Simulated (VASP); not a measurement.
NaI:

```
Na I
1.0
    -0.06643    3.54319    3.54319
     3.54319   -0.06643    3.54319
     3.47676    3.47676    0.00000
Na I
1 1
Direct
  0.99574 0.99574 0.00426
  0.25426 0.25426 0.24574
```

This cell differs from its parent crystal: shear xy strain -3.8%.

Base run:

```yaml
Program: VASP 6.6.1
Functional: r2SCAN
Potentials_or_basis: VASP PAW PBE potentials, release 64 (Na_pv, I)
Cutoff: 520 eV
k_mesh: 6 × 6 × 6
Occupations: gaussian, width 0.01 eV
Spin: no spin polarisation
```

Its results: band gap on the k mesh 4.36 eV; pressure -0.1 GPa; largest force 0.011 eV/Å.

Problem. The run is repeated on the same cell with these changes: functional from r2SCAN to PBE; occupations from gaussian, width 0.01 eV to fermi-dirac, width 0.02 eV. What comes out?

Solution. Band gap on the k mesh 3.76 eV; pressure 0.4 GPa; largest force 0.003 eV/Å.

Caveats: spin-orbit coupling is left out, which moves the levels of the heavy elements; the PAW data sets were made with another functional, which shifts forces and pressure a little (at least some runs).

